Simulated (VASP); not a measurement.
# CdS (NiAs type) (P6_3/mmc) in VASP: single point with PBE

Aim: the single point of CdS (NiAs type) with PBE.

All numbers are computed with VASP 6.6.1; they aren't measurements. Logs are shortened: lines on timing, memory, paths and dates and some standing lists are left out, and cuts for length are marked.

## 1. The cell of the first run

The structure is hexagonal, space group P6_3/mmc (No. 194). Conventional cell: a = 3.350 Å, b = 3.350 Å, c = 6.031 Å, α = 90.00°, β = 90.00°, γ = 120.00°. Within 3.2 Å of Cd (site symmetry -3m) lie 6 S at 2.45 Å and 2 Cd at 3.02 Å. S (site symmetry -6m2) has 6 Cd at 2.45 Å within 3.2 Å.

## 2. Single point, PBE

INCAR reads:

```
  PREC = Accurate
  ENCUT = 520
  EDIFF = 1E-7
  ISMEAR = -1
  SIGMA = 0.08
  LREAL = False
  LASPH = True
  NELM = 80
  ALGO = Normal
  ISIF = 2
  LWAVE = False
  LCHARG = False
  GGA = PE
  NBANDS = 26
```

KPOINTS reads:

```
Automatic mesh
0
Gamma
  11 11 6
```

POSCAR reads:

```
CdS
1.0
    3.3498793351      0.0000000000      0.0000000000
   -1.6749396675      2.9010806038      0.0000000000
    0.0000000000      0.0000000000      6.0307498372
Cd S
2 2
Direct
    0.0000000000      0.0000000000      0.0000000000
    0.0000000000      0.0000000000      0.5000000000
    0.3333333333      0.6666666667      0.2500000000
    0.6666666667      0.3333333333      0.7500000000
```

Potentials or basis: VASP PAW PBE potentials, release 64 (Cd, S).

Run with:

```sh
$ cat potpaw_PBE.64/Cd/POTCAR potpaw_PBE.64/S/POTCAR > POTCAR
$ mpirun -np 1 vasp_std > vasp.out
```

OUTCAR:

```text
PREC = Accurate
   ENCUT = 520
   EDIFF = 1E-7
   ISMEAR = -1
   LREAL = False
   LASPH = True
   NELM = 80
   ISIF = 2
   GGA = PE

 ion  position               nearest neighbor table
   1  0.000  0.000  0.000-   3 2.45   4 2.45   3 2.45   4 2.45   4 2.45   3 2.45   2 3.02   2 3.02

   2  0.000  0.000  0.500-   3 2.45   4 2.45   3 2.45   4 2.45   4 2.45   3 2.45   1 3.02   1 3.02

   3  0.333  0.667  0.250-   1 2.45   2 2.45   1 2.45   2 2.45   1 2.45   2 2.45
   4  0.667  0.333  0.750-   1 2.45   2 2.45   1 2.45   2 2.45   1 2.45   2 2.45

  LATTYP: Found a hexagonal cell.
 ALAT       =     3.3498793351
 C/A-ratio  =     1.8002886773

  Lattice vectors:

 A1 = (   3.3498793351,   0.0000000000,   0.0000000000)
 A2 = (  -1.6749396675,   2.9010806038,   0.0000000000)
 A3 = (   0.0000000000,   0.0000000000,   6.0307498372)

Analysis of symmetry for initial positions (statically):
=====================================================================
 Subroutine PRICEL returns:
 Original cell was already a primitive cell.

 Routine SETGRP: Setting up the symmetry group for a
 hexagonal supercell.

 Subroutine GETGRP returns: Found 24 space group operations
 (whereof 12 operations were pure point group operations)
 out of a pool of 24 trial point group operations.

The static configuration has the point symmetry D_3d.
 The point group associated with its full space group is D_6h.

Analysis of symmetry for dynamics (positions and initial velocities):
=====================================================================
 Subroutine PRICEL returns:
 Original cell was already a primitive cell.

 Routine SETGRP: Setting up the symmetry group for a
 hexagonal supercell.

 Subroutine GETGRP returns: Found 24 space group operations
 (whereof 12 operations were pure point group operations)
 out of a pool of 24 trial point group operations.

The dynamic configuration has the point symmetry D_3d.
 The point group associated with its full space group is D_6h.

 Subroutine INISYM returns: Found 24 space group operations
 (whereof 12 operations are pure point group operations),
 and found     1 'primitive' translations

----------------------------------------------------------------------------------------

                                     Primitive cell

  volume of cell :      58.6085

  direct lattice vectors                    reciprocal lattice vectors
     3.349879335  0.000000000  0.000000000     0.298518215  0.172349572  0.000000000
    -1.674939667  2.901080604  0.000000000     0.000000000  0.344699144  0.000000000
     0.000000000  0.000000000  6.030749837     0.000000000  0.000000000  0.165816860

  length of vectors
     3.349879335  3.349879335  6.030749837     0.344699144  0.344699144  0.165816860

  position of ions in fractional coordinates (direct lattice)
     0.000000000  0.000000000  0.000000000
     0.000000000  0.000000000  0.500000000
     0.333333333  0.666666667  0.250000000
     0.666666667  0.333333333  0.750000000

  ion indices of the primitive-cell ions
   primitive index   ion index
                 1           1
                 2           2
                 3           3
                 4           4

----------------------------------------------------------------------------------------

 KPOINTS: Automatic mesh

Automatic generation of k-mesh.
 Grid dimensions read from file:
 generate k-points for:   11   11    6

 Generating k-lattice:

  Cartesian coordinates                     Fractional coordinates (reciprocal lattice)
     0.027138020  0.015668143  0.000000000     0.090909091 -0.000000000  0.000000000
     0.000000000  0.031336286  0.000000000     0.000000000  0.090909091  0.000000000
     0.000000000  0.000000000  0.027636143     0.000000000  0.000000000  0.166666667

  Length of vectors
     0.031336286  0.031336286  0.027636143

  Shift w.r.t. Gamma in fractional coordinates (k-lattice)
     0.000000000  0.000000000  0.000000000

 Subroutine IBZKPT returns following result:
 ===========================================

 Found     64 irreducible k-points:

 Following reciprocal coordinates:
            Coordinates               Weight
  0.000000  0.000000  0.000000      1.000000
  0.090909  0.000000  0.000000      6.000000
  0.181818  0.000000  0.000000      6.000000
  0.272727  0.000000  0.000000      6.000000
  0.363636  0.000000  0.000000      6.000000
  0.454545  0.000000  0.000000      6.000000
[... 16 lines left out ...]
  0.090909  0.090909  0.166667     12.000000
  0.181818  0.090909  0.166667     24.000000
 [... further k-points ...]
   k-points           NKPTS =     64   k-points in BZ     NKDIM =     64   number of bands    NBANDS=     26
   number of dos      NEDOS =    301   number of ions     NIONS =      4
   total plane-waves  NPLWV =  37632
   dimension x,y,z NGX =    28 NGY =   28 NGZ =   48
   dimension x,y,z NGXF=    56 NGYF=   56 NGZF=   96
   ions per type =               2   2
   NGX,Y,Z   is equivalent  to a cutoff of  13.90, 13.90, 13.23 a.u.
   NGXF,Y,Z  is equivalent  to a cutoff of  27.79, 27.79, 26.46 a.u.
 SYSTEM =  unknown system
   PREC   = accura    normal or accurate (medium, high low for compatibility)
   ISTART =      0    job   : 0-new  1-cont  2-samecut
   ICHARG =      2    charge: 1-file 2-atom 10-const
   ISPIN  =      1    spin polarized calculation?
   LNONCOLLINEAR =      F non collinear calculations
   LSORBIT =      F    spin-orbit coupling
   LASPH  =      T    aspherical Exc in radial PAW
   ENCUT  =  520.0 eV  38.22 Ry    6.18 a.u.   6.23  6.23 11.21*2*pi/ulx,y,z
   NELM   =     80;   NELMIN=  2; NELMDL= -5     # of ELM steps
   EDIFF  = 0.1E-06   stopping-criterion for ELM
   LREAL  =      F    real-space projection
   EDIFFG = 0.1E-05   stopping-criterion for IOM
   NSW    =      0    number of steps for IOM
   IBRION =     -1    ionic relax: 0-MD 1-quasi-New 2-CG
   NFREE  =      0    steps in history (QN), initial steepest desc. (CG)
   ISIF   =      2    stress and relaxation
   ISYM   =      2    0-nonsym 1-usesym 2-fastsym
   POTIM  = 0.5000    time-step for ionic-motion
   TEBEG  =    0.0;   TEEND  =   0.0 temperature during run
   PSTRESS=    0.0 pullay stress
   NELECT =      36.0000    total number of electrons
   NUPDOWN=      -1.0000    fix difference up-down
   EMIN   =  10.00;   EMAX   =-10.00  energy-range for DOS
   EFERMI =   0.00;   METHOD = LEGACY
   ISMEAR =    -1;   SIGMA  =   0.08  broadening in eV -4-tet -1-fermi 0-gaus
   EFERMI_NEDOS =   21; number of points for ismear=-14 and -15
   IALGO  =     38    algorithm
   IMIX   =      4    mixing-type and parameters
     AMIX     =   0.40;   BMIX     =  1.00
     AMIX_MAG =   1.60;   BMIX_MAG =  1.00
  volume/ion in A,a.u.               =      14.65        98.88
  Fermi-wavevector in a.u.,A,eV,Ry     =   1.391625  2.629790 26.349319  1.936620
  Thomas-Fermi vector in A             =   2.515446
   LORBIT       =      0    0 simple, 1 ext, 2 COOP (PROOUT), +10 PAW based schemes
   GGA     = PE    functional components
   LHFCALC =     F    Hartree Fock is set to
   AEXX    =    0.0000 exact exchange contribution
   IVDW    =     0    specifies the selected vdW correction
   LEPSILON=     F    determine dielectric tensor
   LRPA    =     F    only Hartree local field effects (RPA)
 non-spin polarized calculation
  energy-cutoff  :      520.00
  volume of cell :       58.61
 maximum number of plane-waves:      1595
 NGX is ok and might be reduce to    28
   NGX = 13   NGY = 13   NGZ = 23

 number of electron      35.9999990 magnetization

 Free energy of the ion-electron system (eV)
  ---------------------------------------------------
  ext. energy  EPLUGINS =         0.00000000
  ---------------------------------------------------
  free energy    TOTEN  =        -8.04314152 eV

  energy without entropy =       -8.04194845  energy(sigma->0) =       -8.04254499

 E-fermi :   7.5007     XC(G=0): -12.1456

 val. band max:        7.3059823144   @ k =   0.0000   0.0000   0.0000
 cond. band min:       7.6695826680   @ k =   0.3636   0.2727   0.0000
 fundamental gap:      0.3636003536
 Fermi energy:         7.5006782641

 k-point     1 :       0.0000    0.0000    0.0000
  band No.  band energies     occupation
      1      -8.9049      2.00000
      2      -7.0133      2.00000
      3      -3.0167      2.00000
      4      -2.6715      2.00000
      5      -2.6613      2.00000
      6      -2.6613      2.00000
[... 18 lines left out ...]
     25      17.4257      0.00000
     26      17.4368      0.00000

 k-point     2 :       0.0909    0.0000    0.0000
  band No.  band energies     occupation
      1      -8.7892      2.00000
      2      -7.0193      2.00000
      3      -2.8981      2.00000
      4      -2.6571      2.00000
      5      -2.6427      2.00000
      6      -2.5692      2.00000
[... 18 lines left out ...]
     25      16.1578      0.00000
     26      16.5325      0.00000

 k-point     3 :       0.1818    0.0000    0.0000
  band No.  band energies     occupation
      1      -8.4557      2.00000
      2      -7.0313      2.00000
      3      -2.6344      2.00000
      4      -2.6294      2.00000
      5      -2.6175      2.00000
      6      -2.3525      2.00000
[... 18 lines left out ...]
     25      15.4406      0.00000
     26      15.9317      0.00000

 k-point     4 :       0.2727    0.0000    0.0000
  band No.  band energies     occupation
      1      -7.9598      2.00000
      2      -7.0248      2.00000
      3      -2.6654      2.00000
      4      -2.6358      2.00000
      5      -2.6349      2.00000
      6      -2.3841      2.00000
[... 18 lines left out ...]
     25      15.1958      0.00000
     26      17.1149      0.00000
[... 496 lines left out ...]
      1      -7.2727      2.00000
      2      -6.6522      2.00000
      3      -3.1524      2.00000
      4      -2.8334      2.00000
      5      -2.6629      2.00000
      6      -2.5031      2.00000
[... 18 lines left out ...]
     25      17.1876      0.00000
     26      19.3757      0.00000

 k-point    23 :       0.0909    0.0909    0.1667
  band No.  band energies     occupation
      1      -8.4837      2.00000
      2      -7.1662      2.00000
      3      -2.7207      2.00000
      4      -2.6223      2.00000
      5      -2.5358      2.00000
      6      -2.3231      2.00000
[... 18 lines left out ...]
     25      15.5818      0.00000
     26      15.6406      0.00000

 k-point    24 :       0.1818    0.0909    0.1667
  band No.  band energies     occupation
      1      -8.0783      2.00000
      2      -7.1187      2.00000
      3      -2.6685      2.00000
      4      -2.5695      2.00000
      5      -2.4788      2.00000
      6      -2.4007      2.00000
[... 18 lines left out ...]
     25      15.5694      0.00000
     26      16.1977      0.00000

 [... further k-points ...]
[... 5 lines left out ...]
  --------------------------------------------------------------------------------------
  -------------------------------------------------------------------------------------
  Total       22.2910002     22.2910002     22.4170440      0.0000000      0.0000000     -0.0000000
  in kB      609.3683089    609.3683089    612.8139654      0.0000000      0.0000000     -0.0000000
  external PRESSURE =     610.5168611 kB  Pullay stress =       0.0000000 kB

 VOLUME and BASIS-vectors are now :
 -----------------------------------------------------------------------------
  energy-cutoff  :      520.00
  volume of cell :       58.61
      direct lattice vectors                 reciprocal lattice vectors
     3.349879335  0.000000000  0.000000000     0.298518215  0.172349572  0.000000000
    -1.674939667  2.901080604  0.000000000     0.000000000  0.344699144  0.000000000
     0.000000000  0.000000000  6.030749837     0.000000000  0.000000000  0.165816860

 POSITION                                       TOTAL-FORCE (eV/Angst)
 -----------------------------------------------------------------------------------
      0.00000      0.00000      0.00000         0.000000      0.000000      0.000000
      0.00000      0.00000      3.01537         0.000000      0.000000      0.000000
     -0.00000      1.93405      1.50769         0.000000      0.000000     -0.000000
      1.67494      0.96703      4.52306        -0.000000     -0.000000     -0.000000
 -----------------------------------------------------------------------------------
    total drift:                               -0.000000      0.000000      0.000000

  FREE ENERGIE OF THE ION-ELECTRON SYSTEM (eV)
  ---------------------------------------------------
  free  energy   TOTEN  =        -8.0431415223 eV

  energy  without entropy=       -8.0419484523  energy(sigma->0) =       -8.04254499
```

Run time: 2.1 min. Hardware: 1 thread of Intel Xeon Platinum 8488C (Sapphire Rapids), shared host; peak memory 0.23 GiB.

What came out:

```yaml
Free_energy: -8.0431 eV
Pressure: 61.1 GPa
Band_gap_on_the_k_mesh: 0.36 eV, indirect (least direct gap 2.17 eV)
```

Stress tensor (GPa, compression positive):
```
60.94  0.00  0.00
 0.00 60.94  0.00
 0.00  0.00 61.28
```

Levels at points of the mesh, in eV from the valence-band top:
```csv
k point,band 16,band 17,band 18,band 19,band 20,band 21
"(0.00, 0.00, 0.00)",-1.63,0.00,0.00,2.17,3.43,6.49
"(0.00, 0.00, 0.50)",-0.77,-0.77,-0.77,4.45,4.45,6.69
```
